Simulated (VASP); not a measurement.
# SrO (I-4m2) in VASP: notebook, part 2 of 2

VASP 6.6.1.

### 3 Single point, r2SCAN (uniaxial z strain +2.0%)

Input file POSCAR:

```
SrO
1.0
    0.0000000000      2.7922805169      2.8486845834
    2.7922805169      0.0000000000      2.8486845834
    2.7922805169      2.7922805169      0.0000000000
Sr O
1 1
Direct
    0.0000000000      0.0000000000      0.0000000000
    0.2500000000      0.2500000000      0.2500000000
```

Input file INCAR.step1:

```
SYSTEM = SrO
PREC     = Accurate       ! precision mode
ENCUT    = 520            ! plane-wave cutoff, eV
ISMEAR   = 0              ! smearing method
SIGMA    = 0.01           ! smearing width, eV
LREAL    = .FALSE.        ! projectors in reciprocal space
LASPH    = .TRUE.         ! aspherical terms in the spheres
NELM     = 100            ! most SCF steps
NBANDS   = 15             ! bands
GGA      = PE             ! functional
ALGO     = Normal         ! electronic algorithm
EDIFF    = 1E-4           ! SCF threshold, eV
LWAVE    = .TRUE.         ! write WAVECAR
LCHARG   = .FALSE.        ! write CHGCAR
```

Input file INCAR.step2:

```
SYSTEM = SrO
PREC     = Accurate       ! precision mode
ENCUT    = 520            ! plane-wave cutoff, eV
EDIFF    = 1E-6           ! SCF threshold, eV
ISMEAR   = 0              ! smearing method
SIGMA    = 0.01           ! smearing width, eV
LREAL    = .FALSE.        ! projectors in reciprocal space
LASPH    = .TRUE.         ! aspherical terms in the spheres
NELM     = 100            ! most SCF steps
ALGO     = Normal         ! electronic algorithm
ISIF     = 2              ! what is computed and relaxed
LWAVE    = .FALSE.        ! write WAVECAR
LCHARG   = .FALSE.        ! write CHGCAR
METAGGA  = R2SCAN         ! meta-GGA
LMIXTAU  = .TRUE.       
NBANDS   = 15             ! bands
ISTART   = 1
```

Input file KPOINTS:

```
Automatic mesh
0
G
  8 8 8
  0 0 0
```

Potentials or basis: VASP PAW PBE potentials, release 64 (Sr_sv, O).

The run is started by

```sh
$ cat potpaw_PBE.64/Sr_sv/POTCAR potpaw_PBE.64/O/POTCAR > POTCAR
$ cp INCAR.step1 INCAR
$ mpirun -np 1 vasp_std > vasp.out
$ cp INCAR.step2 INCAR
$ mpirun -np 1 vasp_std > vasp.out
```

OUTCAR:

```text
SYSTEM = SrO
   PREC = Accurate
   ENCUT = 520
   EDIFF = 1E-6
   ISMEAR = 0
   LREAL = .FALSE.
   LASPH = .TRUE.
   NELM = 100
   ISIF = 2
   METAGGA = R2SCAN
   ISTART = 1

 ion  position               nearest neighbor table
   1  0.000  0.000  0.000-   2 2.43   2 2.43   2 2.43   2 2.43
   2  0.250  0.250  0.250-   1 2.43   1 2.43   1 2.43   1 2.43

  LATTYP: Found a body centered tetragonal cell.
 ALAT       =     3.9488809770
 C/A-ratio  =     1.4427806764

  Lattice vectors:

 A1 = (  -2.7922805169,   0.0000000000,   2.8486845834)
 A2 = (   2.7922805169,   0.0000000000,   2.8486845834)
 A3 = (   0.0000000000,   2.7922805169,  -2.8486845834)

Analysis of symmetry for initial positions (statically):
=====================================================================
 Subroutine PRICEL returns:
 Original cell was already a primitive cell.

 Routine SETGRP: Setting up the symmetry group for a
 body centered tetragonal supercell.

 Subroutine GETGRP returns: Found  8 space group operations
 (whereof  8 operations were pure point group operations)
 out of a pool of 16 trial point group operations.

The static configuration has the point symmetry D_2d.

Analysis of symmetry for dynamics (positions and initial velocities):
=====================================================================
 Subroutine PRICEL returns:
 Original cell was already a primitive cell.

 Routine SETGRP: Setting up the symmetry group for a
 body centered tetragonal supercell.

 Subroutine GETGRP returns: Found  8 space group operations
 (whereof  8 operations were pure point group operations)
 out of a pool of 16 trial point group operations.

The dynamic configuration has the point symmetry D_2d.

 Subroutine INISYM returns: Found  8 space group operations
 (whereof  8 operations are pure point group operations),
 and found     1 'primitive' translations

----------------------------------------------------------------------------------------

                                     Primitive cell

  volume of cell :      44.4214

  direct lattice vectors                    reciprocal lattice vectors
     0.000000000  2.792280517  2.848684583    -0.179065104  0.179065104  0.175519608
     2.792280517  0.000000000  2.848684583     0.179065104 -0.179065104  0.175519608
     2.792280517  2.792280517  0.000000000     0.179065104  0.179065104 -0.175519608

  length of vectors
     3.988964069  3.988964069  3.948880977     0.308116464  0.308116464  0.308116464

  position of ions in fractional coordinates (direct lattice)
     0.000000000  0.000000000  0.000000000
     0.250000000  0.250000000  0.250000000

  ion indices of the primitive-cell ions
   primitive index   ion index
                 1           1
                 2           2

----------------------------------------------------------------------------------------

 KPOINTS: Automatic mesh

Automatic generation of k-mesh.
 Grid dimensions read from file:
 generate k-points for:    8    8    8

 Generating k-lattice:

  Cartesian coordinates                     Fractional coordinates (reciprocal lattice)
    -0.022383138  0.022383138  0.021939951     0.125000000  0.000000000  0.000000000
     0.022383138 -0.022383138  0.021939951     0.000000000  0.125000000  0.000000000
     0.022383138  0.022383138 -0.021939951     0.000000000  0.000000000  0.125000000

  Length of vectors
     0.038514558  0.038514558  0.038514558

  Shift w.r.t. Gamma in fractional coordinates (k-lattice)
     0.000000000  0.000000000  0.000000000

 Subroutine IBZKPT returns following result:
 ===========================================

 Found     59 irreducible k-points:

 Following reciprocal coordinates:
            Coordinates               Weight
  0.000000  0.000000  0.000000      1.000000
  0.125000  0.000000  0.000000      8.000000
  0.250000  0.000000  0.000000      8.000000
  0.375000  0.000000  0.000000      8.000000
  0.500000  0.000000  0.000000      4.000000
  0.125000  0.125000  0.000000      2.000000
[... 16 lines left out ...]
  0.250000  0.000000  0.125000     16.000000
  0.375000  0.000000  0.125000     16.000000
 [... further k-points ...]
   k-points           NKPTS =     59   k-points in BZ     NKDIM =     59   number of bands    NBANDS=     15
   number of dos      NEDOS =    301   number of ions     NIONS =      2
   total plane-waves  NPLWV =  27000
   dimension x,y,z NGX =    30 NGY =   30 NGZ =   30
   dimension x,y,z NGXF=    60 NGYF=   60 NGZF=   60
   ions per type =               1   1
   NGX,Y,Z   is equivalent  to a cutoff of  12.50, 12.50, 12.63 a.u.
   NGXF,Y,Z  is equivalent  to a cutoff of  25.01, 25.01, 25.26 a.u.
 SYSTEM =  SrO
   PREC   = accura    normal or accurate (medium, high low for compatibility)
   ISTART =      1    job   : 0-new  1-cont  2-samecut
   ICHARG =      0    charge: 1-file 2-atom 10-const
   ISPIN  =      1    spin polarized calculation?
   LNONCOLLINEAR =      F non collinear calculations
   LSORBIT =      F    spin-orbit coupling
   LASPH  =      T    aspherical Exc in radial PAW
   ENCUT  =  520.0 eV  38.22 Ry    6.18 a.u.   7.42  7.42  7.34*2*pi/ulx,y,z
   NELM   =    100;   NELMIN=  2; NELMDL=  0     # of ELM steps
   EDIFF  = 0.1E-05   stopping-criterion for ELM
   LREAL  =      F    real-space projection
   EDIFFG = 0.1E-04   stopping-criterion for IOM
   NSW    =      0    number of steps for IOM
   IBRION =     -1    ionic relax: 0-MD 1-quasi-New 2-CG
   NFREE  =      0    steps in history (QN), initial steepest desc. (CG)
   ISIF   =      2    stress and relaxation
   ISYM   =      2    0-nonsym 1-usesym 2-fastsym
   POTIM  = 0.5000    time-step for ionic-motion
   TEBEG  =    0.0;   TEEND  =   0.0 temperature during run
   PSTRESS=    0.0 pullay stress
   NELECT =      16.0000    total number of electrons
   NUPDOWN=      -1.0000    fix difference up-down
   EMIN   =  10.00;   EMAX   =-10.00  energy-range for DOS
   EFERMI =   0.00;   METHOD = LEGACY
   ISMEAR =     0;   SIGMA  =   0.01  broadening in eV -4-tet -1-fermi 0-gaus
   EFERMI_NEDOS =   21; number of points for ismear=-14 and -15
   IALGO  =     38    algorithm
   IMIX   =      4    mixing-type and parameters
     AMIX     =   0.40;   BMIX     =  1.00
     AMIX_MAG =   1.60;   BMIX_MAG =  1.00
  volume/ion in A,a.u.               =      22.21       149.89
  Fermi-wavevector in a.u.,A,eV,Ry     =   1.164798  2.201149 18.459769  1.356755
  Thomas-Fermi vector in A             =   2.301332
   LORBIT       =      0    0 simple, 1 ext, 2 COOP (PROOUT), +10 PAW based schemes
   METAGGA = R2SCAN    functional components
   LHFCALC =     F    Hartree Fock is set to
   AEXX    =    0.0000 exact exchange contribution
   IVDW    =     0    specifies the selected vdW correction
   LEPSILON=     F    determine dielectric tensor
   LRPA    =     F    only Hartree local field effects (RPA)
 non-spin polarized calculation
 Gauss-broadening in eV      SIGMA  =   0.01
  energy-cutoff  :      520.00
  volume of cell :       44.42
 maximum number of plane-waves:      1227
 NGX is ok and might be reduce to    30
   NGX = 15   NGY = 15   NGZ = 15

 number of electron      16.0000004 magnetization

 Free energy of the ion-electron system (eV)
  ---------------------------------------------------
  ext. energy  EPLUGINS =         0.00000000
  ---------------------------------------------------
  free energy    TOTEN  =       -26.63071789 eV

  energy without entropy =      -26.63071789  energy(sigma->0) =      -26.63071789

 E-fermi :  -0.0046     XC(G=0):  -9.0395

 val. band max:       -0.0966306844   @ k =  -0.2500   0.5000   0.2500
 cond. band min:       2.7453776691   @ k =   0.0000   0.0000   0.0000
 fundamental gap:      2.8420083535
 Fermi energy:        -0.0045990082

 k-point     1 :       0.0000    0.0000    0.0000
  band No.  band energies     occupation
      1     -33.4703      2.00000
      2     -15.8077      2.00000
      3     -14.7438      2.00000
      4     -14.7438      2.00000
      5     -14.7368      2.00000
      6      -0.9155      2.00000
      7      -0.9032      2.00000
      8      -0.9032      2.00000
      9       2.7454      0.00000
     10       8.3890      0.00000
     11       8.6045      0.00000
     12       9.6074      0.00000
     13       9.8543      0.00000
     14       9.8543      0.00000
[... 401 lines left out ...]
      2     -16.7721      2.00000
      3     -14.8656      2.00000
      4     -14.8363      2.00000
      5     -13.8959      2.00000
      6      -1.0564      2.00000
      7      -0.6196      2.00000
      8      -0.5676      2.00000
      9       5.1002      0.00000
     10       6.7624      0.00000
     11       8.4073      0.00000
     12       8.8063      0.00000
     13      10.4329      0.00000
     14      10.7521      0.00000
     15      12.4552      0.00000

 [... further k-points ...]
[... 5 lines left out ...]
  --------------------------------------------------------------------------------------
  -------------------------------------------------------------------------------------
  Total       -0.2120665     -0.2120665     -0.2867954      0.0000000      0.0000000      0.0000000
  in kB       -7.6487453     -7.6487453    -10.3440445      0.0000000      0.0000000      0.0000000
  external PRESSURE =      -8.5471783 kB  Pullay stress =       0.0000000 kB

 VOLUME and BASIS-vectors are now :
 -----------------------------------------------------------------------------
  energy-cutoff  :      520.00
  volume of cell :       44.42
      direct lattice vectors                 reciprocal lattice vectors
     0.000000000  2.792280517  2.848684583    -0.179065104  0.179065104  0.175519608
     2.792280517  0.000000000  2.848684583     0.179065104 -0.179065104  0.175519608
     2.792280517  2.792280517  0.000000000     0.179065104  0.179065104 -0.175519608

 POSITION                                       TOTAL-FORCE (eV/Angst)
 -----------------------------------------------------------------------------------
      0.00000      0.00000      0.00000         0.000000      0.000000     -0.000000
      1.39614      1.39614      1.42434        -0.000000     -0.000000      0.000000
 -----------------------------------------------------------------------------------
    total drift:                                0.000000      0.000000      0.000000

  FREE ENERGIE OF THE ION-ELECTRON SYSTEM (eV)
  ---------------------------------------------------
  free  energy   TOTEN  =       -26.6307178882 eV

  energy  without entropy=      -26.6307178882  energy(sigma->0) =      -26.63071789
```

Wall time 2.2 min (1 thread of Intel Xeon Platinum 8375C at 2.90GHz (Ice Lake), shared host); peak memory 0.19 GiB.

Results:

```
Free energy            : -26.6307 eV
Pressure               : -0.9 GPa
Band gap on the k mesh : 2.84 eV, indirect (least direct gap 3.65 eV)
```

Stress tensor (GPa, compression positive):
```
-0.76  0.00  0.00
 0.00 -0.76  0.00
 0.00  0.00 -1.03
```

Caveat: the cell differs from its parent crystal (uniaxial z strain +2.0%); the PAW data sets were made with another functional, which shifts forces and pressure a little. A k mesh can miss the band edges.
